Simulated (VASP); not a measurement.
Write the native input for VASP 6.6.1 that does the following.

| Quantity | Value |
| --- | --- |
| Task | single point |
| Functional | LDA |
| Potentials or basis | VASP PAW LDA potentials, release 64 (K_sv, Ni) |
| Cutoff | 520 eV |
| k mesh | 5 × 5 × 6 |
| Occupations | gaussian, width 0.1 eV |
| Spin | collinear spin, ferromagnetic start |
| Starting moments | [0.0, 1.0] μB |
| Dipole correction | no |
| Further INCAR settings | ALGO = Normal; EDIFF = 1e-06; NBANDS = 20 |

The structure of KNi lies in POSCAR:

```
KNi
1.0
    3.6604778900      0.0000000000      0.0000000000
    0.0000000000      3.6604778900      0.0000000000
    0.0000000000      0.0000000000      3.4788877700
K Ni
1 1
Direct
   -0.0027010000     -0.0027880000      0.0025890000
    0.5056830000      0.5003780000      0.5263380000
```

The input as run:

INCAR

```
SYSTEM = KNi
ALGO = Normal
EDIFF = 1E-6
ENCUT = 520
ISIF = 2
ISMEAR = 0
ISPIN = 2
LASPH = .TRUE.
LCHARG = .TRUE.
LELF = .TRUE.
LMAXMIX = 4
LORBIT = 11
LREAL = .FALSE.
LVHAR = .TRUE.
LWAVE = .FALSE.
MAGMOM = 0 1
NBANDS = 20
NELM = 150
PREC = Accurate
SIGMA = 0.1
```

KPOINTS

```
k-points
0
G
  5 5 6
  0 0 0
```

Potentials or basis: VASP PAW LDA potentials, release 64 (K_sv, Ni).

Launch:

```bash
$ cat potpaw_LDA.64/K_sv/POTCAR potpaw_LDA.64/Ni/POTCAR > POTCAR
$ mpirun -np 1 vasp_std > vasp.out
```

Results of the run:

| Quantity | Value |
| --- | --- |
| Pressure | -0.2 GPa |
| Largest force | 0.147 eV/Å |
| Net moment | 0.54 μB per cell |
| Site moments | K -0.00; Ni +0.53 μB |
| Valence electrons inside the program's atomic spheres | K 7.60; Ni 9.00 |

It took 3.5 min on 1 thread of Oxide Virtual Turin-like Processor, with other jobs on the host, peak memory 0.19 GiB.
